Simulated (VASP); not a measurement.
Runs of VASP 6.6.1 on TiSi. The structure is that of space group Fm-3m (No. 225), or close to it. The cells are those of the table. 

| task | cell | k mesh | cutoff (eV) | gap on the mesh (eV) | pressure (GPa) | relaxed volume (Å³/atom) |
| --- | --- | --- | --- | --- | --- | --- |
| relaxation of cell and atoms | relaxed from a = 3.596 Å, angles 60.0°, 2 atoms | 14 × 14 × 14 | 600 | none | 0.0 | (a) |
| single point | a = 3.598 Å, angles 60.0°, 2 atoms | 14 × 14 × 14 | 520 | none | 0.2 | - |
| single point | a = 3.356 Å, angles 60.0°, 2 atoms | 6 × 6 × 6 | 520 | none | (b) | - |
| relaxation of cell and atoms | relaxed from a = 3.356 Å, angles 60.0°, 2 atoms | 8 × 8 × 8 | 600 | none | -0.2 | 16.51 |
| single point | a = 3.596 Å, angles 60.0°, 2 atoms | 8 × 8 × 8 | 520 | none | 0.4 | - |

Alike in all rows: level r2SCAN; potentials or basis VASP PAW PBE potentials, release 64 (Ti_sv, Si); no spin polarisation; smearing gaussian 0.1 eV.

Q: Fill in the values left out.

A: (a) 16.50; (b) 36.3.

Caveats: some runs use coarse meshes; the PAW data sets were made with another functional, which shifts forces and pressure a little; the volume moved by over 15 % at a fixed basis, so the end points are rough (at least some runs).

A gap of «none» marks levels without a gap at the run's occupations.
